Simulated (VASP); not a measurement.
Write the native input for VASP 6.6.1 that does the following.

- Task: single point
- Functional: r2SCAN
- Potentials or basis: VASP PAW PBE potentials, release 64 (Sn_d, Te)
- Cutoff: 520 eV
- k mesh: 9 × 9 × 9
- Occupations: fermi-dirac, width 0.1 eV
- Spin: no spin polarisation
- Dipole correction: no
- Further INCAR settings: ALGO = Normal; EDIFF = 1e-06; NBANDS = 17

The system is SnTe.

```
Sn Te
1.0
     0.00000    3.14309    3.14309
     3.14309    0.00000    3.14309
     3.14309    3.14309    0.00000
Sn Te
1 1
Direct
  0.00000 0.00000 0.00000
  0.50000 0.50000 0.50000
```

One way to write it, as run:

POSCAR

```
SnTe
1.0
    0.0000000000      3.1430872800      3.1430872800
    3.1430872800      0.0000000000      3.1430872800
    3.1430872800      3.1430872800      0.0000000000
Sn Te
1 1
Direct
    0.0000000000      0.0000000000      0.0000000000
    0.5000000000      0.5000000000      0.5000000000
```

INCAR.step1

```
SYSTEM = SnTe
PREC = Accurate
ENCUT = 520
ISMEAR = -1
SIGMA = 0.1
LREAL = .FALSE.
LASPH = .TRUE.
NELM = 100
NBANDS = 17
GGA = PE
ALGO = Normal
EDIFF = 1E-4
LWAVE = .TRUE.
LCHARG = .FALSE.
```

INCAR.step2

```
SYSTEM = SnTe
PREC = Accurate
ENCUT = 520
EDIFF = 1E-6
ISMEAR = -1
SIGMA = 0.1
LREAL = .FALSE.
LASPH = .TRUE.
NELM = 100
ALGO = Normal
ISIF = 2
LWAVE = .FALSE.
LCHARG = .FALSE.
METAGGA = R2SCAN
LMIXTAU = .TRUE.
NBANDS = 17
ISTART = 1
```

KPOINTS

```
Automatic mesh
0
G
  9 9 9
  0 0 0
```

Potentials or basis: VASP PAW PBE potentials, release 64 (Sn_d, Te).

The run is started by

```bash
$ cat potpaw_PBE.64/Sn_d/POTCAR potpaw_PBE.64/Te/POTCAR > POTCAR
$ cp INCAR.step1 INCAR
$ mpirun -np 1 vasp_std > vasp.out
$ cp INCAR.step2 INCAR
$ mpirun -np 1 vasp_std > vasp.out
```

It gave:

```json
{
  "Pressure": "1.9 GPa"
}
```

Caveat: the PAW data sets were made with another functional, which shifts forces and pressure a little.

It took 2.2 min on 1 thread of Intel(R) Xeon(R) Platinum 8259CL CPU @ 2.50GHz (Skylake/Cascade Lake), on a shared host, peak memory 0.23 GiB.
